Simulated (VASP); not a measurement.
The system is NbH5.

```
Nb H
1.0
     0.00000    2.95698    2.95698
     2.95698    0.00000    2.95698
     2.95698    2.95698    0.00000
Nb H
1 5
Direct
  0.00000 0.00000 0.00000
  0.25000 0.25000 0.25000
  0.12776 0.62408 0.62408
  0.62408 0.62408 0.62408
  0.62408 0.62408 0.12776
  0.62408 0.12776 0.62408
```

- Program: VASP 6.6.1
- Task: relaxation of cell and atoms
- Functional: PBE
- Potentials or basis: VASP PAW PBE potentials, release 64 (Nb_sv, H)
- Cutoff: 600 eV
- k mesh: 6 × 6 × 6
- Occupations: gaussian, width 0.1 eV
- Spin: no spin polarisation

At the start: pressure -32.2 GPa; volume 8.62 Å³/atom.

How do energy, volume and symmetry change on relaxing?

Over 8 steps the energy falls by 537.7 meV/atom and the volume is 5.14 Å³/atom (-40.4 %); space group F-43m (No. 216, to 0.05 Å).

The path:
| step | energy change (eV) | largest force (eV/Å) | pressure (GPa) | volume (Å³) |
| --- | --- | --- | --- | --- |
| 1 | 0.0000 | 0.3104 | -32.17 | 51.71 |
| 2 | -2.2951 | 0.1911 | -26.65 | 39.81 |
| 3 | -3.1560 | 0.0148 | -9.96 | 32.89 |
| 4 | -3.2162 | 0.0993 | 3.98 | 30.10 |
| 5 | -3.2248 | 0.0655 | -0.44 | 30.84 |
| 6 | -3.2234 | 0.0808 | 1.59 | 30.50 |
| 7 | -3.2258 | 0.0442 | -0.02 | 30.76 |
| 8 | -3.2259 | 0.0357 | -0.28 | 30.83 |

Final structure:
```xyz
6
Lattice="0.0000 2.4886 2.4886 2.4886 0.0000 2.4886 2.4886 2.4886 0.0000" Properties=species:S:1:pos:R:3 pbc="T T T"
Nb    2.4886    0.0000    2.4886
H     1.2443    1.2443    1.2443
H     3.1177    1.8595    1.8595
H     3.1177    3.1177    3.1177
H     1.8595    1.8595    3.1177
H     1.8595    3.1177    1.8595
```

Caveat: the volume moved by over 15 % at a fixed basis, so the end points are rough.
